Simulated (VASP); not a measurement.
# ZnO (P6_3mc) in VASP: single point with LDA

Aim: the single point of ZnO with LDA.

Program: VASP 6.6.1. These are calculated values, not measurements. Logs are shortened: lines on timing, memory, paths and dates and some standing lists are left out, and cuts for length are marked.

## Step 1: The cell of the first run

It takes space group P6_3mc (No. 186, hexagonal). The conventional cell has a = 3.187 Å, b = 3.187 Å, c = 5.152 Å, α = 90.00°, β = 90.00°, γ = 120.00°. Within 2.6 Å of Zn (site symmetry 3m) lie 4 O at 1.94 to 1.95 Å. Within 2.6 Å of O (site symmetry 3m) lie 4 Zn at 1.94 to 1.95 Å.

## Step 2: Single point, LDA

Contents of INCAR:

```
SYSTEM = ZnO
PREC = Accurate
ENCUT = 520
EDIFF = 1E-6
ISMEAR = 0
SIGMA = 0.02
LREAL = .FALSE.
LASPH = .TRUE.
NELM = 80
ALGO = Normal
ISIF = 2
LWAVE = .FALSE.
LCHARG = .FALSE.
NBANDS = 26
```

Contents of KPOINTS:

```
Automatic mesh
0
G
  12 12 6
  0 0 0
```

Contents of POSCAR:

```
ZnO
1.0
    3.1871439943      0.0000000000      0.0000000000
   -1.5935719971      2.7601476646      0.0000000000
    0.0000000000      0.0000000000      5.1522600898
Zn O
2 2
Direct
    0.6666666667      0.3333333333      0.5009539760
    0.3333333333      0.6666666667      0.0009539760
    0.6666666667      0.3333333333      0.8793560240
    0.3333333333      0.6666666667      0.3793560240
```

Potentials or basis: VASP PAW LDA potentials, release 64 (Zn, O).

Started as:

```console
$ cat potpaw_LDA.64/Zn/POTCAR potpaw_LDA.64/O/POTCAR > POTCAR
$ mpirun -np 1 vasp_std > vasp.out
```

OUTCAR:

```text
SYSTEM = ZnO
   PREC = Accurate
   ENCUT = 520
   EDIFF = 1E-6
   ISMEAR = 0
   LREAL = .FALSE.
   LASPH = .TRUE.
   NELM = 80
   ISIF = 2

 ion  position               nearest neighbor table
   1  0.667  0.333  0.501-   4 1.94   4 1.94   4 1.94   3 1.95
   2  0.333  0.667  0.001-   3 1.94   3 1.94   3 1.94   4 1.95
   3  0.667  0.333  0.879-   2 1.94   2 1.94   2 1.94   1 1.95
   4  0.333  0.667  0.379-   1 1.94   1 1.94   1 1.94   2 1.95

  LATTYP: Found a hexagonal cell.
 ALAT       =     3.1871439943
 C/A-ratio  =     1.6165758745

  Lattice vectors:

 A1 = (   3.1871439943,   0.0000000000,   0.0000000000)
 A2 = (  -1.5935719971,   2.7601476646,   0.0000000000)
 A3 = (   0.0000000000,   0.0000000000,   5.1522600898)

Analysis of symmetry for initial positions (statically):
=====================================================================
 Subroutine PRICEL returns:
 Original cell was already a primitive cell.

 Routine SETGRP: Setting up the symmetry group for a
 hexagonal supercell.

 Subroutine GETGRP returns: Found 12 space group operations
 (whereof  6 operations were pure point group operations)
 out of a pool of 24 trial point group operations.

The static configuration has the point symmetry C_3v.
 The point group associated with its full space group is C_6v.

Analysis of symmetry for dynamics (positions and initial velocities):
=====================================================================
 Subroutine PRICEL returns:
 Original cell was already a primitive cell.

 Routine SETGRP: Setting up the symmetry group for a
 hexagonal supercell.

 Subroutine GETGRP returns: Found 12 space group operations
 (whereof  6 operations were pure point group operations)
 out of a pool of 24 trial point group operations.

The dynamic configuration has the point symmetry C_3v.
 The point group associated with its full space group is C_6v.

 Subroutine INISYM returns: Found 12 space group operations
 (whereof  6 operations are pure point group operations),
 and found     1 'primitive' translations

----------------------------------------------------------------------------------------

                                     Primitive cell

  volume of cell :      45.3244

  direct lattice vectors                    reciprocal lattice vectors
     3.187143994  0.000000000  0.000000000     0.313760534  0.181149728  0.000000000
[... 84 lines left out ...]
   ISPIN  =      1    spin polarized calculation?
   LNONCOLLINEAR =      F non collinear calculations
   LSORBIT =      F    spin-orbit coupling
   LASPH  =      T    aspherical Exc in radial PAW
   ENCUT  =  520.0 eV  38.22 Ry    6.18 a.u.   5.93  5.93  9.58*2*pi/ulx,y,z
   NELM   =     80;   NELMIN=  2; NELMDL= -5     # of ELM steps
   EDIFF  = 0.1E-05   stopping-criterion for ELM
   LREAL  =      F    real-space projection
   EDIFFG = 0.1E-04   stopping-criterion for IOM
   NSW    =      0    number of steps for IOM
   IBRION =     -1    ionic relax: 0-MD 1-quasi-New 2-CG
   NFREE  =      0    steps in history (QN), initial steepest desc. (CG)
   ISIF   =      2    stress and relaxation
   ISYM   =      2    0-nonsym 1-usesym 2-fastsym
   POTIM  = 0.5000    time-step for ionic-motion
   TEBEG  =    0.0;   TEEND  =   0.0 temperature during run
   PSTRESS=    0.0 pullay stress
   NELECT =      36.0000    total number of electrons
   NUPDOWN=      -1.0000    fix difference up-down
   EMIN   =  10.00;   EMAX   =-10.00  energy-range for DOS
   EFERMI =   0.00;   METHOD = LEGACY
   ISMEAR =     0;   SIGMA  =   0.02  broadening in eV -4-tet -1-fermi 0-gaus
   EFERMI_NEDOS =   21; number of points for ismear=-14 and -15
   IALGO  =     38    algorithm
   IMIX   =      4    mixing-type and parameters
     AMIX     =   0.40;   BMIX     =  1.00
     AMIX_MAG =   1.60;   BMIX_MAG =  1.00
  volume/ion in A,a.u.               =      11.33        76.47
  Fermi-wavevector in a.u.,A,eV,Ry     =   1.516114  2.865039 31.274357  2.298600
  Thomas-Fermi vector in A             =   2.625547
   LORBIT       =      0    0 simple, 1 ext, 2 COOP (PROOUT), +10 PAW based schemes
   GGA     = CA    functional components
   LHFCALC =     F    Hartree Fock is set to
   AEXX    =    0.0000 exact exchange contribution
   IVDW    =     0    specifies the selected vdW correction
   LEPSILON=     F    determine dielectric tensor
   LRPA    =     F    only Hartree local field effects (RPA)
 non-spin polarized calculation
 Gauss-broadening in eV      SIGMA  =   0.02
  energy-cutoff  :      520.00
  volume of cell :       45.32
 maximum number of plane-waves:      1237
 NGX is ok and might be reduce to    24
   NGX = 11   NGY = 11   NGZ = 19

 number of electron      35.9999983 magnetization

 Free energy of the ion-electron system (eV)
  ---------------------------------------------------
  ext. energy  EPLUGINS =         0.00000000
  ---------------------------------------------------
  free energy    TOTEN  =       -21.15681088 eV

  energy without entropy =      -21.15681088  energy(sigma->0) =      -21.15681088

 E-fermi :   1.4872     XC(G=0): -11.7257

 val. band max:        1.3520388379   @ k =   0.0000   0.0000   0.0000
 cond. band min:       2.1608133476   @ k =   0.0000   0.0000   0.0000
 fundamental gap:      0.8087745098
 Fermi energy:         1.4872079199

 k-point     1 :       0.0000    0.0000    0.0000
  band No.  band energies     occupation
      1     -16.8726      2.00000
      2     -16.0294      2.00000
      3      -4.7733      2.00000
      4      -4.6804      2.00000
      5      -4.6804      2.00000
      6      -4.6425      2.00000
[... 685 lines left out ...]
     25      14.8629      0.00000
     26      15.5419      0.00000

 [... further k-points ...]
[... 5 lines left out ...]
  --------------------------------------------------------------------------------------
  -------------------------------------------------------------------------------------
  Total        0.3189469      0.3189469      0.3224961      0.0000000      0.0000000      0.0000000
  in kB       11.2744982     11.2744982     11.3999579      0.0000000      0.0000000      0.0000000
  external PRESSURE =      11.3163181 kB  Pullay stress =       0.0000000 kB

 VOLUME and BASIS-vectors are now :
 -----------------------------------------------------------------------------
  energy-cutoff  :      520.00
  volume of cell :       45.32
      direct lattice vectors                 reciprocal lattice vectors
     3.187143994  0.000000000  0.000000000     0.313760534  0.181149728  0.000000000
    -1.593571997  2.760147665  0.000000000     0.000000000  0.362299457  0.000000000
     0.000000000  0.000000000  5.152260090     0.000000000  0.000000000  0.194089581

 POSITION                                       TOTAL-FORCE (eV/Angst)
 -----------------------------------------------------------------------------------
      1.59357      0.92005      2.58105         0.000000     -0.000000      0.000086
     -0.00000      1.84010      0.00492        -0.000000      0.000000      0.000086
      1.59357      0.92005      4.53067         0.000000      0.000000     -0.000086
     -0.00000      1.84010      1.95454        -0.000000      0.000000     -0.000086
 -----------------------------------------------------------------------------------
    total drift:                                0.000000      0.000001      0.000217

  FREE ENERGIE OF THE ION-ELECTRON SYSTEM (eV)
  ---------------------------------------------------
  free  energy   TOTEN  =       -21.1568108813 eV

  energy  without entropy=      -21.1568108813  energy(sigma->0) =      -21.15681088
```

OSZICAR:

```text
N       E                     dE             d eps       ncg     rms          rms(c)
DAV:   1     0.289946517518E+03    0.28995E+03   -0.18313E+04  4040   0.206E+03
DAV:   2     0.666125095235E+01   -0.28329E+03   -0.26635E+03  4100   0.413E+02
DAV:   3    -0.236520004722E+02   -0.30313E+02   -0.29893E+02  4436   0.138E+02
DAV:   4    -0.242332414171E+02   -0.58124E+00   -0.57993E+00  4374   0.194E+01
DAV:   5    -0.242361336430E+02   -0.28922E-02   -0.28921E-02  4278   0.143E+00    0.156E+01
DAV:   6    -0.210551419775E+02    0.31810E+01   -0.59715E+00  6230   0.606E+01    0.999E+00
DAV:   7    -0.212222197532E+02   -0.16708E+00   -0.27205E+00  4062   0.164E+01    0.585E+00
DAV:   8    -0.212068588020E+02    0.15361E-01   -0.55039E-01  5300   0.714E+00    0.167E+00
DAV:   9    -0.211546497042E+02    0.52209E-01   -0.10369E-01  5762   0.666E+00    0.321E-01
DAV:  10    -0.211568607179E+02   -0.22110E-02   -0.35565E-02  4026   0.132E+00    0.900E-02
DAV:  11    -0.211568111280E+02    0.49590E-04   -0.41660E-04  4918   0.307E-01    0.227E-02
DAV:  12    -0.211568101808E+02    0.94715E-06   -0.72256E-05  4812   0.271E-01    0.785E-03
DAV:  13    -0.211568108813E+02   -0.70045E-06   -0.80454E-06  5076   0.841E-02
   1 F= -.21156811E+02 E0= -.21156811E+02  d E =-.379962E-24
```

stdout:

```text
POSCAR found type information on POSCAR ZnO
 POSCAR found :  2 types and       4 ions
 scaLAPACK will be used
 LDA part: xc-table for (Slater(with rela. corr.)+CA(PZ))
 , standard interpolation
 POSCAR, INCAR and KPOINTS ok, starting setup
 FFT: planning ... GRIDC
 FFT: planning ... GRID_SOFT
 FFT: planning ... GRID
 WAVECAR not read
 entering main loop
```

Wall time 33 s (1 thread of Intel Xeon Platinum 8488C (Sapphire Rapids), shared host); peak memory 0.19 GiB.

What came out:

```
Free energy            : -21.1568 eV
Pressure               : 1.1 GPa
Band gap on the k mesh : 0.81 eV, direct
```

LDA gaps usually lie below the measured ones, often by a third to a half.
